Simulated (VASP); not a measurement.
A run of VASP 6.6.1 is set up as follows.

INCAR

```
ALGO = Normal
EDIFF = 1E-7
ENCUT = 520
GGA = CA
ISIF = 2
ISMEAR = -1
LASPH = True
LCHARG = False
LREAL = False
LWAVE = False
NBANDS = 11
NELM = 60
PREC = Accurate
SIGMA = 0.05
```

KPOINTS

```
k-points
0
Gamma
  15 15 15
```

The input POSCAR:

```
BP
1.0
    0.0000000000      2.2988586873      2.2988586873
    2.2988586873      0.0000000000      2.2988586873
    2.2988586873      2.2988586873      0.0000000000
B P
1 1
Direct
    0.0000000000      0.0000000000      0.0000000000
    0.7500000000      0.7500000000      0.7500000000
```

Potentials or basis: VASP PAW LDA potentials, release 64 (B, P).

The run is started by

```console
$ cat potpaw_LDA.64/B/POTCAR potpaw_LDA.64/P/POTCAR > POTCAR
$ mpirun -np 1 vasp_std > vasp.out
```

Question: Estimate the band gap on the k mesh.

Answer: 1.23 eV, indirect (least direct gap 3.32 eV).

Question: Predict the pressure.

Answer: -11.0 GPa.

 A k mesh can miss the band edges.
